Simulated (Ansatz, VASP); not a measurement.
Ag: VASP beside Ansatz

```
CELL_PARAMETERS angstrom
2.95708 0.00000 0.00000
-1.47854 2.56091 0.00000
0.00000 0.00000 9.05792
ATOMIC_POSITIONS crystal
Ag 0.33333 0.66667 0.25000
Ag 0.66667 0.33333 0.75000
Ag 0.00000 0.00000 0.00000
Ag 0.00000 0.00000 0.50000
```

Change from the starting cell: strain +0.030 along x and y, -0.030 along z, atoms carried along.

Alike in both runs: task single point; functional PBEsol; k mesh 18 × 18 × 6; occupations gaussian, width 0.15 eV; no spin polarisation.

|  | VASP | Ansatz |
| --- | --- | --- |
| version | VASP 6.6.1 | Ansatz 0.2.0 |
| potentials or method | VASP PAW PBE potentials, release 64 (Ag), cutoff 520 eV | scalar-relativistic, plane waves, PAW |
| valence electrons in the cell | 44 | 76 |

|  | VASP | Ansatz | Ansatz less VASP |
| --- | --- | --- | --- |
| gap on the k mesh at the Fermi level (eV) | none | none | - |
| pressure (GPa) | -2.7 | -2.6 | +0.19 |
| traceless stress, the component that is largest in VASP (GPa) | 3.98 | 4.02 | +0.031 |

VASP's potentials were made for PBE, not for PBEsol. A gap of «none» marks a metal or a gap that the smearing closes. With one functional, cell and mesh, what is left measures potentials, basis and numerics. VASP's potentials hold 44 valence electrons a cell and Ansatz's 76, so a difference there can come from the potentials and not from the codes.
